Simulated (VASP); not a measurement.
# ErH (Fm-3m) in VASP: a series of runs, part 2 of 2

VASP 6.6.1. Earlier steps stand in the parts before.

### 3 Single point, PBEsol, collinear spin, ferromagnetic start

INCAR reads:

```
ALGO = Normal
EDIFF = 1E-6
ENCUT = 600
GGA = PS
GGA_COMPAT = F
ISIF = 2
ISMEAR = -1
ISPIN = 2
LASPH = T
LCHARG = T
LELF = T
LMAXMIX = 6
LORBIT = 11
LREAL = F
LVHAR = T
LWAVE = F
MAGMOM = 3 0
NBANDS = 22
NELM = 200
PREC = Accurate
SIGMA = 0.05
```

KPOINTS reads:

```
k-points
0
Gamma
  8 8 8
```

POSCAR reads:

```
ErH
1.0
    0.0000000000      2.4358500000      2.4358500000
    2.4358500000      0.0000000000      2.4358500000
    2.4358500000      2.4358500000      0.0000000000
Er H
1 1
Direct
    0.0000000000      0.0000000000      0.0000000000
    0.5000000000      0.5000000000      0.5000000000
```

Potentials or basis: VASP PAW PBE potentials, release 64 (Er, H).

The run is started by

```sh
cat potpaw_PBE.64/Er/POTCAR potpaw_PBE.64/H/POTCAR > POTCAR
mpirun -np 1 vasp_std > vasp.out
```

OUTCAR:

```text
EDIFF = 1E-6
   ENCUT = 600
   GGA = PS
   ISIF = 2
   ISMEAR = -1
   ISPIN = 2
   LASPH = T
   LORBIT = 11
   LREAL = F
   NELM = 200
   PREC = Accurate

 ion  position               nearest neighbor table
   1  0.000  0.000  0.000-
   2  0.500  0.500  0.500-

  LATTYP: Found a face centered cubic cell.
 ALAT       =     4.8717000000

  Lattice vectors:

 A1 = (   0.0000000000,   2.4358500000,   2.4358500000)
 A2 = (   2.4358500000,   0.0000000000,   2.4358500000)
 A3 = (   2.4358500000,   2.4358500000,   0.0000000000)

Analysis of symmetry for initial positions (statically):
=====================================================================
 Subroutine PRICEL returns:
 Original cell was already a primitive cell.

 Routine SETGRP: Setting up the symmetry group for a
 face centered cubic supercell.

[... 797 lines left out ...]
      4     -19.1477      1.00000
      5      -4.7989      1.00000
      6       2.6689      0.99859
[... 589 lines left out ...]
     21      17.5046      0.00000
     22      21.7753      0.00000

 [... further k-points ...]

------------------------ aborting loop because EDIFF is reached ----------------------------------------

  FORCE on cell =-STRESS in cart. coord.  units (eV):
  Direction    XX          YY          ZZ          XY          YZ          ZX
  --------------------------------------------------------------------------------------
  -------------------------------------------------------------------------------------
  Total       -0.3198533     -0.3198533     -0.3198533     -0.0000000     -0.0000000      0.0000000
  in kB      -17.7288161    -17.7288161    -17.7288161     -0.0000000     -0.0000000      0.0000000
  external PRESSURE =     -17.7288161 kB  Pullay stress =       0.0000000 kB

 VOLUME and BASIS-vectors are now :
 -----------------------------------------------------------------------------
  energy-cutoff  :      600.00
  volume of cell :       28.91
      direct lattice vectors                 reciprocal lattice vectors
     0.000000000  2.435850000  2.435850000    -0.205267155  0.205267155  0.205267155
     2.435850000  0.000000000  2.435850000     0.205267155 -0.205267155  0.205267155
     2.435850000  2.435850000  0.000000000     0.205267155  0.205267155 -0.205267155

 POSITION                                       TOTAL-FORCE (eV/Angst)
 -----------------------------------------------------------------------------------
      0.00000      0.00000      0.00000         0.000000      0.000000      0.000000
      2.43585      2.43585      2.43585        -0.000000      0.000000     -0.000000
 -----------------------------------------------------------------------------------
    total drift:                               -0.000000     -0.000000     -0.000000

  FREE ENERGIE OF THE ION-ELECTRON SYSTEM (eV)
  ---------------------------------------------------
  free  energy   TOTEN  =        -9.4748868719 eV

  energy  without entropy=       -9.3956208551  energy(sigma->0) =       -9.43525386

 total charge

# of ion       s       p       d       f       tot
--------------------------------------------------
    1        2.103   5.755   0.489  11.341  19.687
    2        0.498   0.009   0.000   0.000   0.506
--------------------------------------------------
tot          2.600   5.764   0.489  11.341  20.194

 magnetization (x)

# of ion       s       p       d       f       tot
--------------------------------------------------
    1        0.001  -0.023   0.006   2.435   2.418
    2       -0.002  -0.000   0.000   0.000  -0.003
--------------------------------------------------
tot         -0.002  -0.023   0.006   2.435   2.416
```

OSZICAR:

```text
N       E                     dE             d eps       ncg     rms          rms(c)
DAV:   1     0.133052076923E+03    0.13305E+03   -0.89159E+03  3996   0.711E+03
DAV:   2     0.107886578561E+02   -0.12226E+03   -0.11226E+03  3780   0.614E+02
DAV:   3    -0.634713536178E+01   -0.17136E+02   -0.16356E+02  3504   0.119E+02
DAV:   4    -0.938676020441E+01   -0.30396E+01   -0.29784E+01  4850   0.380E+01
[... 18 lines left out ...]
DAV:  23    -0.947493667370E+01    0.88586E-04   -0.11199E-04  4696   0.204E-01    0.348E-01
DAV:  24    -0.947489612924E+01    0.40544E-04   -0.58867E-05  4564   0.107E-01    0.127E-01
DAV:  25    -0.947488546116E+01    0.10668E-04   -0.58908E-05  4146   0.131E-01    0.641E-02
DAV:  26    -0.947488646165E+01   -0.10005E-05   -0.42407E-06  3142   0.310E-02    0.250E-02
DAV:  27    -0.947488687191E+01   -0.41026E-06   -0.14802E-06  2486   0.204E-02
   1 F= -.94748869E+01 E0= -.94352539E+01  d E =-.792660E-01  mag=     2.3782
```

stdout:

```text
POSCAR found type information on POSCAR ErH
 POSCAR found :  2 types and       2 ions
 scaLAPACK will be used
 -----------------------------------------------------------------------------
|                                                                             |
|                                                                             |
|     You enforced a specific xc type in the INCAR file but a different       |
|     I HOPE YOU KNOW WHAT YOU ARE DOING!                                     |
|                                                                             |
 -----------------------------------------------------------------------------

 LDA part: xc-table for (Slater+PW92), standard interpolation
 POSCAR, INCAR and KPOINTS ok, starting setup
 FFT: planning ... GRIDC
 FFT: planning ... GRID_SOFT
 FFT: planning ... GRID
 WAVECAR not read
 entering main loop
```

Wall time 4.6 min (1 thread of Intel Xeon 8259CL, shared host); peak memory 0.21 GiB.

What came out:

```
Free energy                                           : -9.4749 eV
Pressure                                              : -1.8 GPa
Net moment                                            : 2.38 μB per cell
Site moments                                          : Er +2.42; H -0.00 μB
Valence electrons inside the program's atomic spheres : Er 19.69; H 0.51
```

Levels at points of the mesh, in eV from the Fermi level:
Spin up:
| k point | band 10 | band 11 | band 12 | band 13 | band 14 | band 15 | band 16 | band 17 |
| --- | --- | --- | --- | --- | --- | --- | --- | --- |
| (0.00, 0.00, 0.00) | -1.65 | -1.65 | -1.65 | 2.62 | 2.62 | 2.62 | 5.15 | 5.15 |
| (0.50, 0.00, 0.00) | -2.05 | -1.79 | -1.79 | -1.64 | 2.00 | 2.00 | 7.00 | 7.18 |
| (0.50, 0.50, 0.00) | -1.79 | -1.78 | -1.78 | -0.65 | 2.56 | 7.16 | 7.92 | 7.92 |
Spin down:
| k point | band 7 | band 8 | band 9 | band 10 | band 11 | band 12 | band 13 | band 14 |
| --- | --- | --- | --- | --- | --- | --- | --- | --- |
| (0.00, 0.00, 0.00) | -0.33 | -0.33 | -0.09 | -0.09 | -0.09 | 0.03 | 2.75 | 2.75 |
| (0.50, 0.00, 0.00) | -0.51 | -0.51 | -0.32 | -0.05 | 0.08 | 0.08 | 0.33 | 2.12 |
| (0.50, 0.50, 0.00) | -0.50 | -0.50 | -0.50 | -0.04 | 0.05 | 0.05 | 0.35 | 2.70 |

Caveat: the magnetic or orbital state may not be the lowest; the PAW data sets were made with another functional, which shifts forces and pressure a little; spin-orbit coupling is left out, which moves the levels of the heavy elements; semilocal functionals describe open f shells poorly, which spoils levels, moments and volumes. The state reached can hang on the start; a lower one may exist.
